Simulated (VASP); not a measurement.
A run of VASP 6.6.1 is set up as follows.

The input INCAR:

```
SYSTEM = Sc
PREC = Accurate ; ENCUT = 520
EDIFF = 1E-6 ; ISMEAR = 1
SIGMA = 0.2 ; LREAL = .False.
LASPH = .True. ; NELM = 150
ALGO = Fast ; ISIF = 2
LWAVE = .False. ; LCHARG = .False.
ISPIN = 2 ; MAGMOM = 0.5
LORBIT = 11 ; LMAXMIX = 4
LDAU = .True. ; LDAUTYPE = 2
LDAUL = 2 ; LDAUU = 1.5
LDAUJ = 0 ; LDAUPRINT = 1
GGA = PE ; NBANDS = 16
```

File KPOINTS:

```
Automatic mesh
0
Gamma
  10 10 10
  0 0 0
```

File POSCAR:

```
Sc
1.0
    3.3409857677      0.0000000000      0.0000000000
    1.6704928839      2.8933785485      0.0000000000
    1.6704928839      0.9644595162      2.7279034563
Sc
1
Direct
    0.0000000000      0.0000000000      0.0000000000
```

Potentials or basis: VASP PAW PBE potentials, release 64 (Sc_sv).

Run with:

```console
$ cat potpaw_PBE.64/Sc_sv/POTCAR > POTCAR
$ mpirun -np 1 vasp_std > vasp.out
```

(1) Predict the pressure.

(2) Estimate the site moments.

(3) Estimate the net moment.

## Answers

(1) -0.7 GPa.

(2) Sc +0.04 μB.

(3) 0.08 μB per cell.

Caveat: the U is typed as a test and isn't derived for this compound.
